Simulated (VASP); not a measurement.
Wanted: the native input for a VASP 6.6.1 run.

* Task: single point
* Functional: PBEsol
* Potentials or basis: VASP PAW PBE potentials, release 64 (Al, Co)
* Cutoff: 520 eV
* k mesh: 12 × 12 × 12
* Occupations: gaussian, width 0.1 eV
* Spin: collinear spin, ferromagnetic start
* Starting moments: [0.0, 1.48, 1.48, 1.48] μB
* Dipole correction: no
* Further INCAR settings: ALGO = Fast; EDIFF = 1e-06; NBANDS = 27

The structure of AlCo3 lies in POSCAR:

```
AlCo3
1.0
    3.5749480000      0.0000000000      0.0000000000
    0.0000000000      3.5749480000      0.0000000000
    0.0000000000      0.0000000000      3.5749480000
Al Co
1 3
Direct
    0.0000000000      0.0000000000      0.0000000000
    0.5000000000      0.5000000000      0.0000000000
    0.5000000000      0.0000000000      0.5000000000
    0.0000000000      0.5000000000      0.5000000000
```

These files were run (other wordings do the same):

INCAR

```
PREC     = Accurate       # precision mode
ENCUT    = 520            # plane-wave cutoff, eV
EDIFF    = 1E-6           # SCF threshold, eV
ISMEAR   = 0              # smearing method
SIGMA    = 0.1            # smearing width, eV
LREAL    = False          # projectors in reciprocal space
LASPH    = True           # aspherical terms in the spheres
NELM     = 150            # most SCF steps
ALGO     = Fast           # electronic algorithm
ISIF     = 2              # what is computed and relaxed
LWAVE    = False          # write WAVECAR
LCHARG   = False          # write CHGCAR
ISPIN    = 2              # spin polarisation
MAGMOM   = 0 1.48 1.48 1.48 # initial moments
LORBIT   = 11             # projections on sites
LMAXMIX  = 4              # l up to which the mixer works
GGA      = PS             # functional
NBANDS   = 27             # bands
```

KPOINTS

```
Automatic mesh
0
Gamma
  12 12 12
```

Potentials or basis: VASP PAW PBE potentials, release 64 (Al, Co).

Command:

```sh
$ cat potpaw_PBE.64/Al/POTCAR potpaw_PBE.64/Co/POTCAR > POTCAR
$ mpirun -np 1 vasp_std > vasp.out
```

Results of the run:

```yaml
Pressure: -7.7 GPa
Net_moment: 3.86 μB per cell
Site_moments: Al -0.04; Co +1.32 μB
Valence_electrons_inside_the_program's_atomic_spheres: Al 0.82; Co 8.30
```

Caveat: the cell stands under tension; the PAW data sets were made with another functional, which shifts forces and pressure a little.

Wall time 95 s on 1 thread of Intel(R) Xeon(R) 6975P-C (Granite Rapids), on a shared host, peak memory 0.27 GiB.
